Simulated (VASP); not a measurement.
In3As, 4 atoms in the cell. Symmetry: Pm-3m, No. 221, cubic system. Conventional cell: a = 4.252 Å, b = 4.252 Å, c = 4.252 Å, α = 90.00°, β = 90.00°, γ = 90.00°. In (site symmetry 4/mmm) has 8 In at 3.01 Å and 4 As at 3.01 Å within 4.0 Å. Within 4.0 Å of As (site symmetry m-3m) lie 12 In at 3.01 Å. 

- Program: VASP 6.6.1
- Task: single point
- Functional: PBEsol
- Potentials or basis: VASP PAW PBE potentials, release 64 (In_d, As)
- Cutoff: 520 eV
- k mesh: 6 × 6 × 6
- Occupations: fermi-dirac, width 0.05 eV
- Spin: no spin polarisation
- Dipole correction: no
- Further INCAR settings: ALGO = Normal; EDIFF = 1e-07; NBANDS = 30

Potentials or basis: VASP PAW PBE potentials, release 64 (In_d, As).

Run with:

```console
$ cat potpaw_PBE.64/In_d/POTCAR potpaw_PBE.64/As/POTCAR > POTCAR
$ mpirun -np 1 vasp_std > vasp.out
```

Hardware: 1 thread of AMD EPYC 9R45 (Zen 5) (shared host).

Question: Estimate the wall time of this run.

Answer: Run time: 18 s on 1 thread of AMD EPYC 9R45 (Zen 5), with other jobs on the host, peak memory 0.15 GiB. Counts: scf iterations 13, k points 20.
